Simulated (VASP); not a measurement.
# Pt (Im-3m) in VASP: a series of runs

Pt is run at these levels: PBEsol; tasks: single point.

Program: VASP 6.6.1. These are calculated values, not measurements. Logs are shortened: lines on timing, memory, paths and dates and some standing lists are left out, and cuts for length are marked.

### 1 The cell of the first run

It takes space group Im-3m (No. 229, cubic). The conventional cell has a = 3.121 Å, b = 3.121 Å, c = 3.121 Å, α = 90.00°, β = 90.00°, γ = 90.00°. Pt (site symmetry m-3m) has 14 Pt at 2.70 to 3.12 Å within 3.6 Å.

This isn't the form of Pt at room conditions, which is fcc.

### 2 Single point, PBEsol

The input, INCAR:

```
PREC = Accurate
ENCUT = 520
EDIFF = 1E-7
ISMEAR = 0
SIGMA = 0.15
LREAL = False
LASPH = True
NELM = 60
ALGO = Normal
ISIF = 2
LWAVE = False
LCHARG = False
GGA = PS
NBANDS = 11
```

The input, KPOINTS:

```
regular mesh
0
Gamma
  22 22 22
```

The input, POSCAR:

```
Pt
1.0
   -1.5604422864      1.5604422864      1.5604422864
    1.5604422864     -1.5604422864      1.5604422864
    1.5604422864      1.5604422864     -1.5604422864
Pt
1
Direct
    0.0000000000      0.0000000000      0.0000000000
```

Potentials or basis: VASP PAW PBE potentials, release 64 (Pt).

On the command line:

```bash
$ cat potpaw_PBE.64/Pt/POTCAR > POTCAR
$ mpirun -np 1 vasp_std > vasp.out
```

OUTCAR:

```text
PREC = Accurate
   ENCUT = 520
   EDIFF = 1E-7
   ISMEAR = 0
   LREAL = False
   LASPH = True
   NELM = 60
   ISIF = 2
   GGA = PS

 ion  position               nearest neighbor table
   1  0.000  0.000  0.000-

  LATTYP: Found a body centered cubic cell.
 ALAT       =     3.1208845728

  Lattice vectors:

 A1 = (  -1.5604422864,   1.5604422864,   1.5604422864)
 A2 = (   1.5604422864,  -1.5604422864,   1.5604422864)
 A3 = (   1.5604422864,   1.5604422864,  -1.5604422864)

Analysis of symmetry for initial positions (statically):
=====================================================================
 Subroutine PRICEL returns:
 Original cell was already a primitive cell.

 Routine SETGRP: Setting up the symmetry group for a
 body centered cubic supercell.

 Subroutine GETGRP returns: Found 48 space group operations
 (whereof 48 operations were pure point group operations)
 out of a pool of 48 trial point group operations.

The static configuration has the point symmetry O_h .

Analysis of symmetry for dynamics (positions and initial velocities):
=====================================================================
 Subroutine PRICEL returns:
 Original cell was already a primitive cell.

 Routine SETGRP: Setting up the symmetry group for a
 body centered cubic supercell.

 Subroutine GETGRP returns: Found 48 space group operations
 (whereof 48 operations were pure point group operations)
 out of a pool of 48 trial point group operations.

The dynamic configuration has the point symmetry O_h .

 Subroutine INISYM returns: Found 48 space group operations
 (whereof 48 operations are pure point group operations),
 and found     1 'primitive' translations

----------------------------------------------------------------------------------------

                                     Primitive cell

  volume of cell :      15.1986

  direct lattice vectors                    reciprocal lattice vectors
    -1.560442286  1.560442286  1.560442286     0.000000000  0.320421975  0.320421975
     1.560442286 -1.560442286  1.560442286     0.320421975  0.000000000  0.320421975
     1.560442286  1.560442286 -1.560442286     0.320421975  0.320421975  0.000000000

  length of vectors
     2.702765322  2.702765322  2.702765322     0.453145103  0.453145103  0.453145103

  position of ions in fractional coordinates (direct lattice)
     0.000000000  0.000000000  0.000000000
[... 81 lines left out ...]
   NFREE  =      0    steps in history (QN), initial steepest desc. (CG)
   ISIF   =      2    stress and relaxation
   ISYM   =      2    0-nonsym 1-usesym 2-fastsym
   POTIM  = 0.5000    time-step for ionic-motion
   TEBEG  =    0.0;   TEEND  =   0.0 temperature during run
   PSTRESS=    0.0 pullay stress
   NELECT =      10.0000    total number of electrons
   NUPDOWN=      -1.0000    fix difference up-down
   EMIN   =  10.00;   EMAX   =-10.00  energy-range for DOS
   EFERMI =   0.00;   METHOD = LEGACY
   ISMEAR =     0;   SIGMA  =   0.15  broadening in eV -4-tet -1-fermi 0-gaus
   EFERMI_NEDOS =   21; number of points for ismear=-14 and -15
   IALGO  =     38    algorithm
   IMIX   =      4    mixing-type and parameters
     AMIX     =   0.40;   BMIX     =  1.00
     AMIX_MAG =   1.60;   BMIX_MAG =  1.00
  volume/ion in A,a.u.               =      15.20       102.57
  Fermi-wavevector in a.u.,A,eV,Ry     =   1.423881  2.690746 27.584968  2.027438
  Thomas-Fermi vector in A             =   2.544432
   LORBIT       =      0    0 simple, 1 ext, 2 COOP (PROOUT), +10 PAW based schemes
   GGA     = PS    functional components
   LHFCALC =     F    Hartree Fock is set to
   AEXX    =    0.0000 exact exchange contribution
   IVDW    =     0    specifies the selected vdW correction
   LEPSILON=     F    determine dielectric tensor
   LRPA    =     F    only Hartree local field effects (RPA)
 non-spin polarized calculation
 Gauss-broadening in eV      SIGMA  =   0.15
  energy-cutoff  :      520.00
  volume of cell :       15.20
 maximum number of plane-waves:       420
   NGX =  9   NGY =  9   NGZ =  9

 number of electron      10.0000000 magnetization

 number of electron       9.9999997 magnetization

 Free energy of the ion-electron system (eV)
  ---------------------------------------------------
  ext. energy  EPLUGINS =         0.00000000
  ---------------------------------------------------
  free energy    TOTEN  =        -6.85536116 eV

  energy without entropy =       -6.84291019  energy(sigma->0) =       -6.84913568

 E-fermi :  10.6997     XC(G=0): -13.5751

 val. band max:       10.6946158219   @ k =  -0.3636   0.4091   0.0909
 cond. band min:      10.7046324796   @ k =  -0.3636   0.4545   0.0909
 fundamental gap:      0.0100166577
 Fermi energy:        10.6996570484

 k-point     1 :       0.0000    0.0000    0.0000
  band No.  band energies     occupation
      1       0.7511      2.00000
      2       7.0227      2.00000
      3       7.0227      2.00000
      4       7.0227      2.00000
      5       9.6810      2.00000
      6       9.6810      2.00000
      7      27.7947      0.00000
      8      27.7947      0.00000
      9      27.7947      0.00000
     10      38.2944      0.00000
     11      38.2944      0.00000
[... 309 lines left out ...]
 k-point    24 :       0.1364    0.0909    0.0000
  band No.  band energies     occupation
      1       2.2767      2.00000
      2       6.5583      2.00000
      3       6.7686      2.00000
      4       8.4227      2.00000
      5       9.1288      2.00000
      6       9.8097      2.00000
      7      27.6714      0.00000
      8      27.8317      0.00000
      9      29.4496      0.00000
     10      32.1110      0.00000
     11      33.9306      0.00000

 [... further k-points ...]

------------------------ aborting loop because EDIFF is reached ----------------------------------------

  FORCE on cell =-STRESS in cart. coord.  units (eV):
  Direction    XX          YY          ZZ          XY          YZ          ZX
  --------------------------------------------------------------------------------------
  -------------------------------------------------------------------------------------
  Total       -0.0172454     -0.0172454     -0.0172454      0.0000000      0.0000000      0.0000000
  in kB       -1.8179476     -1.8179476     -1.8179476      0.0000000      0.0000000      0.0000000
  external PRESSURE =      -1.8179476 kB  Pullay stress =       0.0000000 kB

 VOLUME and BASIS-vectors are now :
 -----------------------------------------------------------------------------
  energy-cutoff  :      520.00
  volume of cell :       15.20
      direct lattice vectors                 reciprocal lattice vectors
    -1.560442286  1.560442286  1.560442286     0.000000000  0.320421975  0.320421975
     1.560442286 -1.560442286  1.560442286     0.320421975  0.000000000  0.320421975
     1.560442286  1.560442286 -1.560442286     0.320421975  0.320421975  0.000000000

 POSITION                                       TOTAL-FORCE (eV/Angst)
 -----------------------------------------------------------------------------------
      0.00000      0.00000      0.00000         0.000000     -0.000000     -0.000000
 -----------------------------------------------------------------------------------
    total drift:                                0.000000      0.000000      0.000000

  FREE ENERGIE OF THE ION-ELECTRON SYSTEM (eV)
  ---------------------------------------------------
  free  energy   TOTEN  =        -6.8553611624 eV

  energy  without entropy=       -6.8429101946  energy(sigma->0) =       -6.84913568
```

OSZICAR:

```text
N       E                     dE             d eps       ncg     rms          rms(c)
DAV:   1     0.387308461802E+02    0.38731E+02   -0.53290E+03  7376   0.843E+02
DAV:   2    -0.667728113477E+01   -0.45408E+02   -0.43481E+02  8256   0.176E+02
DAV:   3    -0.728286287265E+01   -0.60558E+00   -0.60074E+00  8408   0.192E+01
DAV:   4    -0.728523168436E+01   -0.23688E-02   -0.23686E-02  8415   0.142E+00
DAV:   5    -0.728525028001E+01   -0.18596E-04   -0.18597E-04  8516   0.115E-01    0.127E+01
DAV:   6    -0.690174100356E+01    0.38351E+00   -0.86247E-01  7732   0.728E+00    0.647E+00
DAV:   7    -0.685942567145E+01    0.42315E-01   -0.14690E-01  8314   0.292E+00    0.246E+00
DAV:   8    -0.685565389139E+01    0.37718E-02   -0.64340E-03  7828   0.734E-01    0.637E-01
DAV:   9    -0.685535689364E+01    0.29700E-03   -0.26053E-04  8203   0.147E-01    0.202E-02
DAV:  10    -0.685536094538E+01   -0.40517E-05   -0.31584E-06  8656   0.130E-02    0.399E-03
DAV:  11    -0.685536114806E+01   -0.20268E-06   -0.41522E-08  7226   0.189E-03    0.829E-04
DAV:  12    -0.685536116245E+01   -0.14389E-07   -0.21585E-09  4607   0.330E-04
   1 F= -.68553612E+01 E0= -.68491357E+01  d E =-.124510E-01
```

Wall time 71 s (1 thread of Intel Xeon 8259CL, shared host); peak memory 0.17 GiB.

Results:

```yaml
Free_energy: -6.8554 eV
Pressure: -0.2 GPa
Band_gap_on_the_k_mesh: zero (bands 5 and 6 overlap by 2.30 eV)
```

Levels at points of the mesh, in eV from the Fermi level:
```
           k point  band 1  band 2  band 3  band 4  band 5  band 6  band 7  band 8  band 9  band 10
(0.00, 0.00, 0.00)   -9.95   -3.68   -3.68   -3.68   -1.02   -1.02   17.10   17.10   17.10    27.59
(0.50, 0.00, 0.00)   -6.95   -5.20   -1.21   -0.66    0.10    1.17    6.63   13.26   16.16    24.25
(0.50, 0.50, 0.50)   -6.45   -6.45    0.60    0.60    0.60    7.72    7.72    7.72   13.32    19.60
```

Caveat: the PAW data sets were made with another functional, which shifts forces and pressure a little; spin-orbit coupling is left out, which moves the levels of the heavy elements.

### 3 Single point, PBEsol (15.81 Å³/atom)

This run uses another cell than the first one, of 15.81 Å³/atom.

The input, INCAR:

```
PREC = Accurate
ENCUT = 520
EDIFF = 1E-6
ISMEAR = 0
SIGMA = 0.15
LREAL = F
LASPH = T
NELM = 80
ALGO = Fast
ISIF = 2
LWAVE = F
LCHARG = F
GGA = PS
NBANDS = 11
```

The input, KPOINTS:

```
Automatic mesh
0
Gamma
  22 22 22
```

The input, POSCAR:

```
Pt
1.0
   -1.5809925399      1.5809925399      1.5809925399
    1.5809925399     -1.5809925399      1.5809925399
    1.5809925399      1.5809925399     -1.5809925399
Pt
1
Direct
    0.0000000000      0.0000000000      0.0000000000
```

Potentials or basis: VASP PAW PBE potentials, release 64 (Pt).

On the command line:

```bash
$ cat potpaw_PBE.64/Pt/POTCAR > POTCAR
$ mpirun -np 1 vasp_std > vasp.out
```

Wall time 70 s (1 thread of Intel Xeon 8259CL, shared host); peak memory 0.17 GiB.

The run converged. Its results:

```yaml
Free_energy: -6.8358 eV
Pressure: -10.0 GPa
Band_gap_on_the_k_mesh: zero (bands 5 and 6 overlap by 2.13 eV)
```

Levels at points of the mesh, in eV from the Fermi level:
```csv
k point,band 1,band 2,band 3,band 4,band 5,band 6,band 7,band 8,band 9,band 10
"(0.00, 0.00, 0.00)",-9.54,-3.46,-3.46,-3.46,-0.95,-0.95,17.10,17.10,17.10,27.11
"(0.50, 0.00, 0.00)",-6.57,-4.89,-1.14,-0.63,0.22,1.07,6.28,13.25,15.82,24.04
"(0.50, 0.50, 0.50)",-6.05,-6.05,0.55,0.55,0.55,7.63,7.63,7.63,12.73,19.02
```

Caveat: the cell stands under tension; the PAW data sets were made with another functional, which shifts forces and pressure a little; spin-orbit coupling is left out, which moves the levels of the heavy elements.

### 4 Single point, PBEsol (16.41 Å³/atom)

This run uses another cell than the first one, of 16.41 Å³/atom.

The input, INCAR:

```
SYSTEM = Pt
  PREC = Accurate
  ENCUT = 520
  EDIFF = 1E-6
  ISMEAR = 0
  SIGMA = 0.15
  LREAL = .FALSE.
  LASPH = .TRUE.
  NELM = 80
  ALGO = Normal
  ISIF = 2
  LWAVE = .FALSE.
  LCHARG = .TRUE.
  GGA = PS
  LELF = .TRUE.
  LVHAR = .TRUE.
  NBANDS = 11
```

The input, KPOINTS:

```
regular mesh
0
G
  22 22 22
  0 0 0
```

The input, POSCAR:

```
Pt
1.0
   -1.6009759671      1.6009759671      1.6009759671
    1.6009759671     -1.6009759671      1.6009759671
    1.6009759671      1.6009759671     -1.6009759671
Pt
1
Direct
    0.0000000000      0.0000000000      0.0000000000
```

On the command line:

```bash
$ cat potpaw_PBE.64/Pt/POTCAR > POTCAR
$ mpirun -np 1 vasp_std > vasp.out
```

Run time: 73 s. Hardware: 1 thread of Intel Xeon 8259CL, shared host; peak memory 0.19 GiB.

The run converged. Its results:

```
Free energy            : -6.7837 eV
Pressure               : -17.5 GPa
Band gap on the k mesh : zero (bands 5 and 6 overlap by 1.99 eV)
```

Levels at points of the mesh, in eV from the Fermi level:
| k point | band 3 | band 4 | band 5 | band 6 | band 7 | band 8 |
| --- | --- | --- | --- | --- | --- | --- |
| (0.00, 0.00, 0.00) | -3.27 | -3.27 | -0.90 | -0.90 | 17.10 | 17.10 |
| (0.50, 0.00, 0.00) | -1.08 | -0.60 | 0.34 | 0.99 | 5.96 | 13.23 |
| (0.50, 0.50, 0.50) | 0.50 | 0.50 | 0.50 | 7.54 | 7.54 | 7.54 |

Caveat: the cell stands under tension; the PAW data sets were made with another functional, which shifts forces and pressure a little; spin-orbit coupling is left out, which moves the levels of the heavy elements.

### 5 Single point, PBEsol (17.02 Å³/atom)

This run uses another cell than the first one, of 17.02 Å³/atom.

The input, INCAR:

```
  ALGO = Fast
  EDIFF = 1E-7
  ENCUT = 520
  GGA = PS
  ISIF = 2
  ISMEAR = 0
  LASPH = True
  LCHARG = True
  LELF = True
  LREAL = False
  LVHAR = True
  LWAVE = False
  NBANDS = 11
  NELM = 60
  PREC = Accurate
  SIGMA = 0.15
```

The input, KPOINTS:

```
k-points
0
Gamma
  22 22 22
```

The input, POSCAR:

```
Pt
1.0
   -1.6205043392      1.6205043392      1.6205043392
    1.6205043392     -1.6205043392      1.6205043392
    1.6205043392      1.6205043392     -1.6205043392
Pt
1
Direct
    0.0000000000      0.0000000000      0.0000000000
```

On the command line:

```bash
$ cat potpaw_PBE.64/Pt/POTCAR > POTCAR
$ mpirun -np 1 vasp_std > vasp.out
```

Wall time 82 s (1 thread of Intel Xeon 8259CL, shared host); peak memory 0.19 GiB.

Results (log left out):

- Free energy: -6.7065 eV
- Pressure: -23.2 GPa
- Band gap on the k mesh: zero (bands 5 and 6 overlap by 1.88 eV)

Levels at points of the mesh, in eV from the Fermi level:
| k point | band 3 | band 4 | band 5 | band 6 | band 7 | band 8 |
| --- | --- | --- | --- | --- | --- | --- |
| (0.00, 0.00, 0.00) | -3.09 | -3.09 | -0.85 | -0.85 | 17.08 | 17.08 |
| (0.50, 0.00, 0.00) | -1.03 | -0.58 | 0.45 | 0.92 | 5.67 | 13.20 |
| (0.50, 0.50, 0.50) | 0.46 | 0.46 | 0.46 | 7.45 | 7.45 | 7.45 |

Caveat: the cell stands under tension; the PAW data sets were made with another functional, which shifts forces and pressure a little; spin-orbit coupling is left out, which moves the levels of the heavy elements.

### 6 Overview

```csv
cell,gap on the mesh (eV),pressure (GPa)
"a = 2.703 Å, angles 109.5°, 1 atom",none,-0.2
"a = 2.738 Å, angles 109.5°, 1 atom",none,-10.0
"a = 2.773 Å, angles 109.5°, 1 atom",none,-17.5
"a = 2.807 Å, angles 109.5°, 1 atom",none,-23.2
```

Alike in all rows: task single point; level PBEsol; potentials or basis VASP PAW PBE potentials, release 64 (Pt); no spin polarisation; k mesh 22 × 22 × 22; cutoff (eV) 520; smearing gaussian 0.15 eV.

Caveats: the PAW data sets were made with another functional, which shifts forces and pressure a little; spin-orbit coupling is left out, which moves the levels of the heavy elements; the cell stands under tension (at least some runs).

Absolute energies hang on the potentials; compare differences alone.
